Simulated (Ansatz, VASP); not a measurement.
**P in VASP and in Ansatz**

File INCAR:

```
PREC = Accurate ; ENCUT = 520
EDIFF = 1E-6 ; ISMEAR = 0
SIGMA = 0.05 ; LREAL = False
LASPH = True ; NELM = 80
ALGO = Normal ; ISIF = 2
LWAVE = False ; LCHARG = False
GGA = PS ; NBANDS = 18
```

The input KPOINTS:

```
Automatic mesh
0
Gamma
  8 1 6
```

POSCAR

```
P
1.0
    3.5471164857      0.0000000000      0.0000000000
    0.0000000000     37.6647268912      0.0000000000
    0.0000000000      0.0000000000      4.6143865565
P
4
Direct
    0.0000000000      0.9696876239      0.5826201324
    0.0000000000      0.0303123761      0.4173798676
    0.5000000000      0.0303123761      0.0826201324
    0.5000000000      0.9696876239      0.9173798676
```

Input for Ansatz:

```yaml
crystal:
  lattice:
    - [3.5471164857, 0.0, 0.0]
    - [0.0, 37.6647268912, 0.0]
    - [0.0, 0.0, 4.6143865565]
  atoms:
    - { symbol: P, position: [0.0, 0.9696876239, 0.5826201324] }
    - { symbol: P, position: [0.0, 0.0303123761, 0.4173798676] }
    - { symbol: P, position: [0.5, 0.0303123761, 0.0826201324] }
    - { symbol: P, position: [0.5, 0.9696876239, 0.9173798676] }
basis:
  ecutwfc: 420
kpoints:
  mp_grid: { grid: [8, 1, 6] }
hamiltonian:
  xc: pbesol
scf:
  occupations: { method: gaussian, width: 0.05 }
output:
  forces: true
  stress: true
  eigenvalues: true
```

Change from the starting cell: strain +0.080 along x and y, +0.040 along z, atoms carried along.

Alike in both runs: task single point; functional PBEsol; k mesh 8 × 1 × 6; occupations gaussian, width 0.05 eV; no spin polarisation.

|  | VASP | Ansatz |
| --- | --- | --- |
| version | VASP 6.6.1 | Ansatz 0.2.0 |
| potentials or method | VASP PAW PBE potentials, release 64 (P), cutoff 520 eV | scalar-relativistic, plane waves, PAW |
| valence electrons in the cell | 20 | 20 |

```csv
,VASP,Ansatz,Ansatz less VASP
gap on the k mesh at the Fermi level (eV),0.72,0.71,-0.015
least direct gap on the mesh (eV),0.72,0.71,-0.015
rms of the force components (eV/Å),0.733,0.724,-0.0088
```

VASP's potentials were made for PBE, not for PBEsol. Atom by atom the forces differ by 0.009 eV/Å (rms over components). With one functional, cell and mesh, what is left measures potentials, basis and numerics.
